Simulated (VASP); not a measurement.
# Al2Cu (Fm-3m) in VASP: further runs

Runs on Al2Cu. Level: PBEsol. Tasks: vibrations by perturbation theory, elastic constants.

Program: VASP 6.6.1. These are calculated values, not measurements. Logs are shortened: lines on timing, memory, paths and dates and some standing lists are left out, and cuts for length are marked.

### Step 1. The cell of the first run

The structure is cubic, space group Fm-3m (No. 225). Conventional cell: a = 5.337 Å, b = 5.337 Å, c = 5.337 Å, α = 90.00°, β = 90.00°, γ = 90.00°. Al (site symmetry -43m) has 4 Cu at 2.31 Å and 6 Al at 2.67 Å within 3.1 Å. Within 3.1 Å of Cu (site symmetry m-3m) lie 8 Al at 2.31 Å.

### Step 2. Vibrations by perturbation theory, PBEsol

Input file INCAR:

```
  ALGO = Normal
  EDIFF = 1E-8
  ENCUT = 520
  GGA = PS
  IBRION = 8
  ISIF = 2
  ISMEAR = -1
  LASPH = T
  LCHARG = T
  LREAL = F
  LWAVE = F
  NELM = 60
  NSW = 1
  PREC = Accurate
  SIGMA = 0.15
```

Input file KPOINTS:

```
k-points
0
Gamma
  16 16 16
```

Input file POSCAR:

```
Al2Cu
1.0
   -1.8868143450      1.8868143450      2.6683584364
    1.8868143450     -1.8868143450      2.6683584364
    1.8868143450      1.8868143450     -2.6683584364
Al Cu
2 1
Direct
    0.7500000000      0.2500000000      0.5000000000
    0.2500000000      0.7500000000      0.5000000000
    0.5000000000      0.5000000000      0.0000000000
```

Potentials or basis: VASP PAW PBE potentials, release 64 (Al, Cu).

Started as:

```console
> cat potpaw_PBE.64/Al/POTCAR potpaw_PBE.64/Cu/POTCAR > POTCAR
> mpirun -np 1 vasp_std > vasp.out
```

OUTCAR:

```text
EDIFF = 1E-8
   ENCUT = 520
   GGA = PS
   IBRION = 8
   ISIF = 2
   ISMEAR = -1
   LASPH = T
   LREAL = F
   NELM = 60
   NSW = 1
   PREC = Accurate

 ion  position               nearest neighbor table
   1  0.750  0.250  0.500-   3 2.31   3 2.31   3 2.31   3 2.31   2 2.67   2 2.67   2 2.67   2 2.67
                             2 2.67   2 2.67
   2  0.250  0.750  0.500-   3 2.31   3 2.31   3 2.31   3 2.31   1 2.67   1 2.67   1 2.67   1 2.67
                             1 2.67   1 2.67
   3  0.500  0.500  0.000-   2 2.31   1 2.31   1 2.31   2 2.31   1 2.31   2 2.31   2 2.31   1 2.31

  LATTYP: Found a face centered cubic cell.
 ALAT       =     5.3367168728

  Lattice vectors:

 A1 = (   1.8868143450,  -1.8868143450,  -2.6683584364)
 A2 = (   1.8868143450,   1.8868143450,  -2.6683584364)
 A3 = (   3.7736286900,   0.0000000000,   0.0000000000)

Analysis of symmetry for initial positions (statically):
=====================================================================
 Subroutine PRICEL returns:
 Original cell was already a primitive cell.

 Routine SETGRP: Setting up the symmetry group for a
 face centered cubic supercell.

 Subroutine GETGRP returns: Found 48 space group operations
 (whereof 48 operations were pure point group operations)
 out of a pool of 48 trial point group operations.

The static configuration has the point symmetry O_h .

Analysis of symmetry for dynamics (positions and initial velocities):
=====================================================================
 Subroutine PRICEL returns:
 Original cell was already a primitive cell.

 Routine SETGRP: Setting up the symmetry group for a
 face centered cubic supercell.

 Subroutine GETGRP returns: Found 48 space group operations
 (whereof 48 operations were pure point group operations)
 out of a pool of 48 trial point group operations.

The dynamic configuration has the point symmetry O_h .

 Subroutine INISYM returns: Found 48 space group operations
 (whereof 48 operations are pure point group operations),
 and found     1 'primitive' translations

----------------------------------------------------------------------------------------

                                     Primitive cell

  volume of cell :      37.9982

  direct lattice vectors                    reciprocal lattice vectors
    -1.886814345  1.886814345  2.668358436     0.000000000  0.264996925  0.187381123
     1.886814345 -1.886814345  2.668358436     0.264996925  0.000000000  0.187381123
     1.886814345  1.886814345 -2.668358436     0.264996925  0.264996925  0.000000000

  length of vectors
     3.773628690  3.773628690  3.773628690     0.324553625  0.324553625  0.374762246

  position of ions in fractional coordinates (direct lattice)
     0.750000000  0.250000000  0.500000000
     0.250000000  0.750000000  0.500000000
     0.500000000  0.500000000  0.000000000

  ion indices of the primitive-cell ions
   primitive index   ion index
                 1           1
                 2           2
                 3           3

----------------------------------------------------------------------------------------

 KPOINTS: k-points

Automatic generation of k-mesh.
 Grid dimensions read from file:
 generate k-points for:   16   16   16

 Generating k-lattice:

  Cartesian coordinates                     Fractional coordinates (reciprocal lattice)
     0.000000000  0.016562308  0.011711320     0.062500000  0.000000000  0.000000000
     0.016562308  0.000000000  0.011711320     0.000000000  0.062500000  0.000000000
     0.016562308  0.016562308  0.000000000     0.000000000  0.000000000  0.062500000

  Length of vectors
[... 98 lines left out ...]
  ext. energy  EPLUGINS =         0.00000000
  ---------------------------------------------------
  free energy    TOTEN  =       -12.21513637 eV

  energy without entropy =      -12.16046164  energy(sigma->0) =      -12.18779901

 E-fermi :   9.4691     XC(G=0): -11.5545

 val. band max:        9.4513956143   @ k =  -0.3125   0.1875  -0.0000
 cond. band min:       9.4747374291   @ k =   0.2500   0.1875   0.0625
 fundamental gap:      0.0233418148
 Fermi energy:         9.4690952235

 k-point     1 :       0.0000    0.0000    0.0000
  band No.  band energies     occupation
      1      -2.2657      2.00000
      2       3.8940      2.00000
      3       3.8940      2.00000
      4       3.8940      2.00000
      5       4.5695      2.00000
      6       4.5695      2.00000
      7      12.3880      0.00000
      8      12.3880      0.00000
      9      12.3880      0.00000
     10      13.1954      0.00000
     11      13.1954      0.00000
     12      13.1954      0.00000
[... 331 lines left out ...]
 k-point    24 :      -0.0625    0.0625    0.0000
  band No.  band energies     occupation
      1      -2.1837      2.00000
      2       3.8730      2.00000
      3       3.9079      2.00000
      4       3.9079      2.00000
      5       4.5516      2.00000
      6       4.5785      2.00000
      7      11.5513      0.00000
      8      11.5513      0.00000
      9      12.1243      0.00000
     10      12.9610      0.00000
     11      14.1494      0.00000
     12      14.1494      0.00000

 [... further k-points ...]

------------------------ aborting loop because EDIFF is reached ----------------------------------------

  FORCE on cell =-STRESS in cart. coord.  units (eV):
  Direction    XX          YY          ZZ          XY          YZ          ZX
  --------------------------------------------------------------------------------------
  -------------------------------------------------------------------------------------
  Total        8.3533326      8.3533326      8.3533326      0.0000000     -0.0000000      0.0000000
  in kB      352.2150109    352.2150109    352.2150109      0.0000000     -0.0000000      0.0000000
  external PRESSURE =     352.2150109 kB  Pullay stress =       0.0000000 kB

 VOLUME and BASIS-vectors are now :
 -----------------------------------------------------------------------------
  energy-cutoff  :      520.00
  volume of cell :       38.00
      direct lattice vectors                 reciprocal lattice vectors
    -1.886814345  1.886814345  2.668358436     0.000000000  0.264996925  0.187381123
     1.886814345 -1.886814345  2.668358436     0.264996925  0.000000000  0.187381123
     1.886814345  1.886814345 -2.668358436     0.264996925  0.264996925  0.000000000

 POSITION                                       TOTAL-FORCE (eV/Angst)
 -----------------------------------------------------------------------------------
     -0.00000      1.88681      1.33418        -0.000000      0.000000      0.000000
      1.88681     -0.00000      1.33418        -0.000000     -0.000000     -0.000000
      0.00000      0.00000      2.66836         0.000000     -0.000000     -0.000000
 -----------------------------------------------------------------------------------
    total drift:                                0.000000     -0.000000      0.000000

  FREE ENERGIE OF THE ION-ELECTRON SYSTEM (eV)
  ---------------------------------------------------
  free  energy   TOTEN  =       -12.2151363686 eV

  energy  without entropy=      -12.1604616436  energy(sigma->0) =      -12.18779901

[... ionic steps 2 to 9 ...]

--------------------------------------- Ionic step       10  -------------------------------------------

 Free energy of the ion-electron system (eV)
  ---------------------------------------------------
  ---------------------------------------------------
  free energy    TOTEN  =        -0.24311062 eV

  energy without entropy =       -0.24311062

------------------------ aborting loop because EDIFF is reached ----------------------------------------

 INTERNAL STRAIN TENSOR  FOR ION    3  DIRECTION 1   (eV/Angst):
 -----------------------------------------------------------------------------
    -0.00384  0.00000  0.00000
     0.00000  0.01057  0.00000
     0.00000  0.00000  0.00074

 INTERNAL STRAIN TENSOR FOR ION    3 for displacements in x,y,z  (eV/Angst):
          X           Y           Z          XY          YZ          ZX
  --------------------------------------------------------------------------------
  x     0.00000     0.00000     0.00000     0.00000     0.00000     0.00000
  y     0.00000     0.00000     0.00000     0.00000     0.00000     0.00000
  z     0.00000     0.00000     0.00000     0.00000     0.00000     0.00000

 SECOND DERIVATIVES (NOT SYMMETRIZED)
 ------------------------------------
               1X          1Y          1Z          2X          2Y          2Z          3X          3Y          3Z
  1X   -12.165160    0.000000   -0.000000    4.707533    0.000000    0.000000    7.457626    0.000000   -0.000000
  1Y     0.000000  -12.165160   -0.000000    0.000000    4.707533   -0.000000    0.000000    7.457626   -0.000000
  1Z     0.000000   -0.000000  -12.165160   -0.000000    0.000000    4.707533    0.000000    0.000000    7.457626
  2X     4.707533    0.000000    0.000000  -12.165160    0.000000   -0.000000    7.457626    0.000000   -0.000000
  2Y     0.000000    4.707533   -0.000000    0.000000  -12.165160   -0.000000    0.000000    7.457626   -0.000000
  2Z    -0.000000    0.000000    4.707533    0.000000   -0.000000  -12.165160    0.000000    0.000000    7.457626
  3X     7.459831   -0.000000   -0.000000    7.459831   -0.000000   -0.000000  -14.919662    0.000000    0.000000
  3Y    -0.000000    7.459831   -0.000000   -0.000000    7.459831   -0.000000    0.000000  -14.919662    0.000000
  3Z     0.000000    0.000000    7.459831    0.000000    0.000000    7.459831   -0.000000   -0.000000  -14.919662

 Eigenvectors and eigenvalues of the dynamical matrix
 ----------------------------------------------------

   1 f  =   12.362716 THz    77.677238 2PiTHz  412.375830 cm-1    51.128064 meV
             X         Y         Z           dx          dy          dz
     -0.000000  1.886814  1.334179     0.000002   -0.000009    0.707107
      1.886814 -0.000000  1.334179    -0.000002    0.000009   -0.707107
      0.000000  0.000000  2.668358    -0.000000   -0.000000    0.000000
[... 43 lines left out ...]
   9 f/i=    0.000823 THz     0.005173 2PiTHz    0.027460 cm-1     0.003405 meV
             X         Y         Z           dx          dy          dz
     -0.000000  1.886814  1.334179     0.476997   -0.046046    0.000000
      1.886814 -0.000000  1.334179     0.476997   -0.046046   -0.000000
      0.000000  0.000000  2.668358     0.731925   -0.070656    0.000000

--------------------------------------------------------------------------------------------------------

 ELASTIC MODULI CONTR FROM IONIC RELAXATION (kBar)
 Direction    XX          YY          ZZ          XY          YZ          ZX
 --------------------------------------------------------------------------------
 XX        -600.8816    600.8816     -0.0000      0.0000      0.0000     -0.0000
 YY         600.8816   -600.8816      0.0000     -0.0000     -0.0000      0.0000
 ZZ          -0.0000      0.0000     -0.0000     -0.0000      0.0000     -0.0000
 XY           0.0000     -0.0000     -0.0000     -0.0000     -0.0000     -0.0000
 YZ           0.0000     -0.0000      0.0000     -0.0000   -600.8816      0.0000
 ZX          -0.0000      0.0000     -0.0000     -0.0000      0.0000   -600.8816
 --------------------------------------------------------------------------------
```

Run time: 15 min. Hardware: 1 thread of Oxide Virtual Turin-like, shared host; peak memory 1.1 GiB.

Results:

```
Highest phonon frequency at Γ : 412 cm⁻¹
```

Phonon frequencies in cm⁻¹ (negative: imaginary):
| q point | frequencies |
| --- | --- |
| (0.000, 0.000, 0.000) | 0 0 0 373 373 373 412 412 412 |

Caveat: the cell stands under pressure or tension, which shifts response properties; the PAW data sets were made with another functional, which shifts forces and pressure a little.

(Continued in part 2 of 2.)
